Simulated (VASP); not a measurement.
# Li (P1) in VASP: notebook

Runs on Li. Level: LDA. Tasks: single point.

Program: VASP 6.6.1. These are calculated values, not measurements. Logs are shortened: lines on timing, memory, paths and dates and some standing lists are left out, and cuts for length are marked.

## (1) The cell of the first run

The typed cell holds 3 atoms: a = 4.949 Å, b = 4.949 Å, c = 2.889 Å, α = 90.00°, β = 90.00°, γ = 120.00°.

## (2) Single point, LDA

The input, INCAR:

```
SYSTEM = Li
ALGO = Normal ; EDIFF = 1E-6
ENCUT = 520 ; GGA = CA
ISIF = 2 ; ISMEAR = -1
LASPH = .True. ; LCHARG = .False.
LREAL = .False. ; LWAVE = .False.
NBANDS = 12 ; NELM = 60
PREC = Accurate ; SIGMA = 0.1
```

The input, KPOINTS:

```
k-points
0
Gamma
  5 5 7
  0 0 0
```

The input, POSCAR:

```
Li
1.0
    4.9488700000      0.0000000000      0.0000000000
   -2.4744300000      4.2858400000      0.0000000000
    0.0000000000      0.0000000000      2.8888400000
Li
3
Direct
    0.0343400000      0.0302900000      0.9506100000
    0.6514733480      0.2952466940      0.5131800000
    0.3400500000      0.6653300000      0.5448200000
```

Potentials or basis: VASP PAW LDA potentials, release 64 (Li_sv).

Command:

```sh
cat potpaw_LDA.64/Li_sv/POTCAR > POTCAR
mpirun -np 1 vasp_std > vasp.out
```

OUTCAR:

```text
SYSTEM = Li
   EDIFF = 1E-6
   ENCUT = 520
   GGA = CA
   ISIF = 2
   ISMEAR = -1
   LASPH = .True.
   LREAL = .False.
   NELM = 60
   PREC = Accurate

 ion  position               nearest neighbor table
   1  0.034  0.030  0.951-
   2  0.651  0.295  0.513-
   3  0.340  0.665  0.545-

  LATTYP: Found a hexagonal cell.
 ALAT       =     4.9488700000
 C/A-ratio  =     0.5837372976

  Lattice vectors:

 A1 = (   4.9488700000,   0.0000000000,   0.0000000000)
 A2 = (  -2.4744300000,   4.2858400000,   0.0000000000)
 A3 = (   0.0000000000,   0.0000000000,   2.8888400000)

Analysis of symmetry for initial positions (statically):
=====================================================================
 Subroutine PRICEL returns:
 Original cell was already a primitive cell.

 Routine SETGRP: Setting up the symmetry group for a
 hexagonal supercell.

 Subroutine GETGRP returns: Found  1 space group operations
 (whereof  1 operations were pure point group operations)
 out of a pool of 24 trial point group operations.

The static configuration has the point symmetry C_1 .

Analysis of symmetry for dynamics (positions and initial velocities):
=====================================================================
 Subroutine PRICEL returns:
 Original cell was already a primitive cell.

 Routine SETGRP: Setting up the symmetry group for a
 hexagonal supercell.

 Subroutine GETGRP returns: Found  1 space group operations
 (whereof  1 operations were pure point group operations)
 out of a pool of 24 trial point group operations.

The dynamic configuration has the point symmetry C_1 .

 Subroutine INISYM returns: Found  1 space group operations
 (whereof  1 operations are pure point group operations),
 and found     1 'primitive' translations

----------------------------------------------------------------------------------------

                                     Primitive cell

  volume of cell :      61.2725

  direct lattice vectors                    reciprocal lattice vectors
     4.948870000  0.000000000  0.000000000     0.202066330  0.116663009  0.000000000
    -2.474430000  4.285840000  0.000000000     0.000000000  0.233326489  0.000000000
     0.000000000  0.000000000  2.888840000     0.000000000  0.000000000  0.346159704

  length of vectors
     4.948870000  4.948861317  2.888840000     0.233326080  0.233326489  0.346159704

  position of ions in fractional coordinates (direct lattice)
     0.034340000  0.030290000  0.950610000
     0.651473348  0.295246694  0.513180000
     0.340050000  0.665330000  0.544820000

  ion indices of the primitive-cell ions
   primitive index   ion index
                 1           1
                 2           2
                 3           3

----------------------------------------------------------------------------------------

 KPOINTS: k-points

Automatic generation of k-mesh.
 Grid dimensions read from file:
 generate k-points for:    5    5    7

 Generating k-lattice:

  Cartesian coordinates                     Fractional coordinates (reciprocal lattice)
     0.040413266  0.023332602  0.000000000     0.200000000  0.000000000  0.000000000
     0.000000000  0.046665298  0.000000000     0.000000000  0.200000000  0.000000000
     0.000000000  0.000000000  0.049451386     0.000000000  0.000000000  0.142857143

  Length of vectors
     0.046665216  0.046665298  0.049451386

  Shift w.r.t. Gamma in fractional coordinates (k-lattice)
     0.000000000  0.000000000  0.000000000

 Subroutine IBZKPT returns following result:
 ===========================================

 Found     88 irreducible k-points:

 Following reciprocal coordinates:
            Coordinates               Weight
  0.000000  0.000000  0.000000      1.000000
  0.200000  0.000000  0.000000      2.000000
  0.000000  0.200000  0.000000      2.000000
 -0.200000  0.200000  0.000000      2.000000
  0.400000  0.000000  0.000000      2.000000
  0.000000  0.400000  0.000000      2.000000
[... 16 lines left out ...]
 -0.400000  0.400000  0.142857      2.000000
 -0.400000 -0.000000  0.142857      2.000000
 [... further k-points ...]
   k-points           NKPTS =     88   k-points in BZ     NKDIM =     88   number of bands    NBANDS=     12
   number of dos      NEDOS =    301   number of ions     NIONS =      3
   total plane-waves  NPLWV =  38400
   dimension x,y,z NGX =    40 NGY =   40 NGZ =   24
   dimension x,y,z NGXF=    80 NGYF=   80 NGZF=   48
   ions per type =               3
   NGX,Y,Z   is equivalent  to a cutoff of  13.44, 13.44, 13.81 a.u.
   NGXF,Y,Z  is equivalent  to a cutoff of  26.87, 26.87, 27.62 a.u.
 SYSTEM =  Li
   PREC   = accura    normal or accurate (medium, high low for compatibility)
   ISTART =      0    job   : 0-new  1-cont  2-samecut
   ICHARG =      2    charge: 1-file 2-atom 10-const
   ISPIN  =      1    spin polarized calculation?
   LNONCOLLINEAR =      F non collinear calculations
   LSORBIT =      F    spin-orbit coupling
   LASPH  =      T    aspherical Exc in radial PAW
   ENCUT  =  520.0 eV  38.22 Ry    6.18 a.u.   9.20  9.20  5.37*2*pi/ulx,y,z
   NELM   =     60;   NELMIN=  2; NELMDL= -5     # of ELM steps
   EDIFF  = 0.1E-05   stopping-criterion for ELM
   LREAL  =      F    real-space projection
   EDIFFG = 0.1E-04   stopping-criterion for IOM
   NSW    =      0    number of steps for IOM
   IBRION =     -1    ionic relax: 0-MD 1-quasi-New 2-CG
   NFREE  =      0    steps in history (QN), initial steepest desc. (CG)
   ISIF   =      2    stress and relaxation
   ISYM   =      2    0-nonsym 1-usesym 2-fastsym
   POTIM  = 0.5000    time-step for ionic-motion
   TEBEG  =    0.0;   TEEND  =   0.0 temperature during run
   PSTRESS=    0.0 pullay stress
   NELECT =       9.0000    total number of electrons
   NUPDOWN=      -1.0000    fix difference up-down
   EMIN   =  10.00;   EMAX   =-10.00  energy-range for DOS
   EFERMI =   0.00;   METHOD = LEGACY
   ISMEAR =    -1;   SIGMA  =   0.10  broadening in eV -4-tet -1-fermi 0-gaus
   EFERMI_NEDOS =   21; number of points for ismear=-14 and -15
   IALGO  =     38    algorithm
   IMIX   =      4    mixing-type and parameters
     AMIX     =   0.40;   BMIX     =  1.00
     AMIX_MAG =   1.60;   BMIX_MAG =  1.00
  volume/ion in A,a.u.               =      20.42       137.83
  Fermi-wavevector in a.u.,A,eV,Ry     =   0.863775  1.632298 10.151400  0.746107
  Thomas-Fermi vector in A             =   1.981774
   LORBIT       =      0    0 simple, 1 ext, 2 COOP (PROOUT), +10 PAW based schemes
   GGA     = CA    functional components
   LHFCALC =     F    Hartree Fock is set to
   AEXX    =    0.0000 exact exchange contribution
   IVDW    =     0    specifies the selected vdW correction
   LEPSILON=     F    determine dielectric tensor
   LRPA    =     F    only Hartree local field effects (RPA)
 non-spin polarized calculation
  energy-cutoff  :      520.00
  volume of cell :       61.27
 maximum number of plane-waves:      1685
 NGX is ok and might be reduce to    40
   NGX = 19   NGY = 19   NGZ = 11

 number of electron       8.9999999 magnetization

 Free energy of the ion-electron system (eV)
  ---------------------------------------------------
  ext. energy  EPLUGINS =         0.00000000
  ---------------------------------------------------
  free energy    TOTEN  =        -6.07131468 eV

  energy without entropy =       -6.02994270  energy(sigma->0) =       -6.05062869

 E-fermi :   0.5075     XC(G=0):  -7.1181

 val. band max:        0.4609808971   @ k =  -0.2000  -0.2000   0.1429
 cond. band min:       0.5280527859   @ k =  -0.2000   0.4000   0.1429
 fundamental gap:      0.0670718888
 Fermi energy:         0.5074874551

 k-point     1 :       0.0000    0.0000    0.0000
  band No.  band energies     occupation
      1     -45.1344      2.00000
      2     -45.1083      2.00000
      3     -45.0145      2.00000
      4      -2.8995      2.00000
      5       2.3109      0.00000
      6       2.3935      0.00000
      7       2.9522      0.00000
      8       3.0619      0.00000
      9       6.3197      0.00000
     10       6.4949      0.00000
     11      10.7054      0.00000
     12      13.9203      0.00000

 k-point     2 :       0.2000    0.0000    0.0000
  band No.  band energies     occupation
      1     -45.1328      2.00000
      2     -45.1095      2.00000
      3     -45.0147      2.00000
      4      -2.6607      2.00000
      5       0.8396      0.06971
      6       1.4091      0.00024
      7       3.5228      0.00000
      8       4.7093      0.00000
      9       7.0808      0.00000
     10       7.5210      0.00000
     11      10.9771      0.00000
     12      13.0889      0.00000

 k-point     3 :       0.0000    0.2000    0.0000
  band No.  band energies     occupation
      1     -45.1321      2.00000
      2     -45.1103      2.00000
      3     -45.0146      2.00000
      4      -2.6602      2.00000
      5       0.8531      0.06116
      6       1.3663      0.00037
      7       3.6441      0.00000
      8       4.6220      0.00000
      9       7.0504      0.00000
     10       7.5317      0.00000
     11      10.9746      0.00000
     12      13.0812      0.00000
[... 286 lines left out ...]
 k-point    23 :      -0.4000    0.4000    0.1429
  band No.  band energies     occupation
      1     -45.1270      2.00000
      2     -45.1102      2.00000
      3     -45.0127      2.00000
      4      -1.6700      2.00000
      5      -0.4690      1.99989
      6       1.1374      0.00367
      7       3.6807      0.00000
      8       7.4339      0.00000
      9       8.1507      0.00000
     10       9.3219      0.00000
     11       9.7970      0.00000
     12      10.4415      0.00000

 k-point    24 :      -0.4000   -0.0000    0.1429
  band No.  band energies     occupation
      1     -45.1275      2.00000
      2     -45.1097      2.00000
      3     -45.0127      2.00000
      4      -1.6678      2.00000
      5      -0.4665      1.99988
      6       1.1048      0.00508
      7       3.7429      0.00000
      8       7.4557      0.00000
      9       7.9774      0.00000
     10       9.4379      0.00000
     11       9.8797      0.00000
     12      10.4619      0.00000

 [... further k-points ...]

------------------------ aborting loop because EDIFF is reached ----------------------------------------

  FORCE on cell =-STRESS in cart. coord.  units (eV):
  Direction    XX          YY          ZZ          XY          YZ          ZX
  --------------------------------------------------------------------------------------
  -------------------------------------------------------------------------------------
  Total       -0.4457230     -0.2169252     -0.2920473      0.0080628     -0.0588255     -0.0196711
  in kB      -11.6549436     -5.6722478     -7.6365693      0.2108306     -1.5381923     -0.5143672
  external PRESSURE =      -8.3212536 kB  Pullay stress =       0.0000000 kB

 VOLUME and BASIS-vectors are now :
 -----------------------------------------------------------------------------
  energy-cutoff  :      520.00
  volume of cell :       61.27
      direct lattice vectors                 reciprocal lattice vectors
     4.948870000  0.000000000  0.000000000     0.202066330  0.116663009  0.000000000
    -2.474430000  4.285840000  0.000000000     0.000000000  0.233326489  0.000000000
     0.000000000  0.000000000  2.888840000     0.000000000  0.000000000  0.346159704

 POSITION                                       TOTAL-FORCE (eV/Angst)
 -----------------------------------------------------------------------------------
      0.09499      0.12982      2.74616        -0.092269     -0.226564      0.118736
      2.49349      1.26538      1.48249         0.075663      0.288190     -0.075645
      0.03655      2.85150      1.57390         0.016606     -0.061626     -0.043092
 -----------------------------------------------------------------------------------
    total drift:                               -0.000163     -0.000000      0.000037

  FREE ENERGIE OF THE ION-ELECTRON SYSTEM (eV)
  ---------------------------------------------------
  free  energy   TOTEN  =        -6.0713146787 eV

  energy  without entropy=       -6.0299427043  energy(sigma->0) =       -6.05062869
```

Wall time 18 s (1 thread of Intel Xeon 6975P-C (Granite Rapids), shared host); peak memory 0.17 GiB.

What came out:

* Free energy: -6.0713 eV
* Largest force: 0.307 eV/Å

Forces in eV/Å, atoms in the order of the input:
```
Li  -0.092 -0.227  0.119
Li   0.076  0.288 -0.076
Li   0.017 -0.062 -0.043
```

Caveat: the cutoff is under 1.25 times the usual one of these potentials, so pressure, stress and relaxed cells hold a basis-set (Pulay) error.

[end of part 1 of 2]
